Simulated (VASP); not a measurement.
# Nb2Te: single point with PBE

Crystal: Nb2Te.

```
Nb Te
1.0
     3.87179    0.00000    0.00000
     0.00000    3.87179    0.00000
     0.00000    0.00000    5.46840
Nb Te
2 1
Direct
  0.50000 0.50000 0.27127
  0.50000 0.50000 0.72873
  0.00000 0.00000 0.00000
```

The cell was generated, and may not be a known phase.

- Program: VASP 6.6.1
- Task: single point
- Functional: PBE
- Potentials or basis: VASP PAW PBE potentials, release 64 (Nb_sv, Te)
- Cutoff: 520 eV
- k mesh: 4 × 4 × 4
- Occupations: gaussian, width 0.1 eV
- Spin: no spin polarisation
- Dipole correction: no
- Further INCAR settings: ALGO = Normal; EDIFF = 1e-06; NBANDS = 23

The pressure is -13.0 GPa, the largest force is 1.119 eV/Å and the band gap on the k mesh is zero (bands 16 and 17 overlap by 0.75 eV).

Forces on the atoms (eV/Å):
```
Nb   0.000  0.000  1.119
Nb   0.000  0.000 -1.119
Te   0.000  0.000  0.000
```

Stress tensor (GPa, compression positive):
```
-13.56   0.00   0.00
  0.00 -13.56   0.00
  0.00   0.00 -11.80
```

Levels at points of the mesh, in eV from the Fermi level:
```
           k point  band 12  band 13  band 14  band 15  band 16  band 17  band 18  band 19  band 20  band 21
(0.00, 0.00, 0.00)    -3.05    -2.64    -2.03    -1.59    -0.27     0.29     0.33     0.33     1.21     2.95
(0.50, 0.00, 0.00)    -2.88    -2.29    -2.22    -1.40    -0.61     0.24     0.50     2.22     2.39     2.43
(0.50, 0.50, 0.00)    -3.53    -2.89    -1.08    -1.08    -0.02     1.21     1.78     1.93     2.16     2.16
(0.00, 0.00, 0.50)    -2.66    -1.33    -1.25    -0.22    -0.15    -0.15    -0.13     0.65     0.79     2.24
(0.50, 0.00, 0.50)    -2.68    -1.95    -1.30    -0.22    -0.06    -0.01     0.05     0.43     0.71     1.65
(0.50, 0.50, 0.50)    -4.10    -1.06    -1.06    -0.23     0.08     1.28     1.42     1.69     2.19     2.19
```

Wall time 42 s on 1 thread of Intel(R) Xeon(R) Platinum 8259CL CPU @ 2.50GHz (Skylake/Cascade Lake), on a shared host, peak memory 0.19 GiB.

Caveat: the k points lie up to 0.41 Å⁻¹ apart, too coarse for converged energies and pressures of a metal; spin-orbit coupling is left out, which moves the levels of the heavy elements; forces of over 1 eV/Å act on the atoms, so gaps and moduli don't describe the material at rest.
